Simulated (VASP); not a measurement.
## Cu2W: relaxation of cell and atoms with PBE

The system is Cu2W.

```
Cu W
1.0
     3.69696    0.00000    0.00000
    -1.84848    3.20166    0.00000
     0.00000    0.00000    3.95819
Cu W
2 1
Direct
  0.33333 0.66667 0.00000
  0.66667 0.33333 0.00000
  0.00000 0.00000 0.50000
```

```
Program                : VASP 6.6.1
Task                   : relaxation of cell and atoms
Functional             : PBE
Potentials or basis    : VASP PAW PBE potentials, release 64 (Cu, W_sv)
Cutoff                 : 600 eV
k mesh                 : 6 × 6 × 4
Occupations            : gaussian, width 0.1 eV
Spin                   : no spin polarisation
Dipole correction      : no
Further INCAR settings : ALGO = Normal; EDIFF = 1e-06; IBRION = 2; EDIFFG = -0.04; NSW = 90; ISIF = 3
```

| Property | Result |
| --- | --- |
| Relaxed volume | 13.38 Å³/atom |
| Relaxed cell | a = 4.158 Å, b = 4.158 Å, c = 2.681 Å, α = 90.00°, β = 90.00°, γ = 120.00° |
| Space group after relaxing (to 0.05 Å) | P6/mmm (No. 191) |
| Energy gained by relaxing | 893.8 meV/atom |
| Ionic steps | 18 |
| Pressure after relaxing | 0.2 GPa |
| Band gap on the k mesh | zero (band 18 reaches 9.25 eV, above the bottom of band 19 at 9.11 eV) |

Stress tensor (GPa, compression positive):
```
0.23 0.00 0.00
0.00 0.23 0.00
0.00 0.00 0.06
```

The path:
| step | energy change (eV) | largest force (eV/Å) | pressure (GPa) | volume (Å³) |
| --- | --- | --- | --- | --- |
| 1 | 0.0000 | 0.0000 | -7.64 | 46.85 |
| 2 | -1.0572 | 0.0000 | 3.70 | 41.66 |
| 3 | 12.2915 | 0.0000 | 370.53 | 24.35 |
| 4 | -1.2498 | 0.0000 | 6.63 | 40.63 |
| 5 | -1.3552 | 0.0000 | 66.15 | 32.78 |
| 6 | -1.6953 | 0.0000 | 24.14 | 37.20 |
| 7 | -1.7479 | 0.0000 | 39.30 | 35.17 |
| 8 | -1.9578 | 0.0000 | 38.46 | 35.09 |
| 9 | -2.0712 | 0.0000 | 41.37 | 34.73 |
| 10 | -2.0957 | 0.0000 | 39.82 | 34.84 |
| 11 | -2.3447 | 0.0000 | 28.16 | 36.01 |
| 12 | -2.6620 | 0.0000 | 4.15 | 39.36 |
| 13 | -2.6714 | 0.0000 | 0.30 | 40.04 |
| 14 | -2.6716 | 0.0000 | -0.18 | 40.15 |
| 15 | -2.6741 | 0.0000 | -0.12 | 40.15 |
| 16 | -2.6795 | 0.0000 | -0.07 | 40.14 |
| 17 | -2.6794 | 0.0000 | 0.23 | 40.13 |
| 18 | -2.6814 | 0.0000 | 0.18 | 40.14 |

Final structure:
```yaml
crystal:
  lattice:
    - [4.15824, 0.00000, 0.00000]
    - [-2.07912, 3.60114, 0.00000]
    - [0.00000, 0.00000, 2.68062]
  atoms:
    - { symbol: Cu, position: [0.33333, 0.66667, 0.00000] }
    - { symbol: Cu, position: [0.66667, 0.33333, 0.00000] }
    - { symbol: W, position: [0.00000, 0.00000, 0.50000] }
```

Levels at points of the mesh, in eV from the Fermi level:
| k point | band 16 | band 17 | band 18 | band 19 | band 20 | band 21 |
| --- | --- | --- | --- | --- | --- | --- |
| (0.00, 0.00, 0.00) | -2.37 | -2.36 | -2.36 | 2.81 | 2.81 | 4.77 |
| (0.50, 0.00, 0.00) | -2.39 | -2.16 | -0.24 | 0.23 | 0.28 | 2.30 |
| (0.00, 0.00, 0.50) | -0.81 | -0.38 | -0.38 | 1.17 | 1.17 | 6.08 |
| (0.50, 0.00, 0.50) | -1.89 | -1.45 | 0.12 | 0.20 | 1.16 | 1.93 |

It took 8.5 min on 1 thread of Intel(R) Xeon(R) Platinum 8488C (Sapphire Rapids), on a shared host, peak memory 0.2 GiB.

Caveat: the k points lie up to 0.59 Å⁻¹ apart in the final cell; spin-orbit coupling is left out, which moves the levels of the heavy elements.
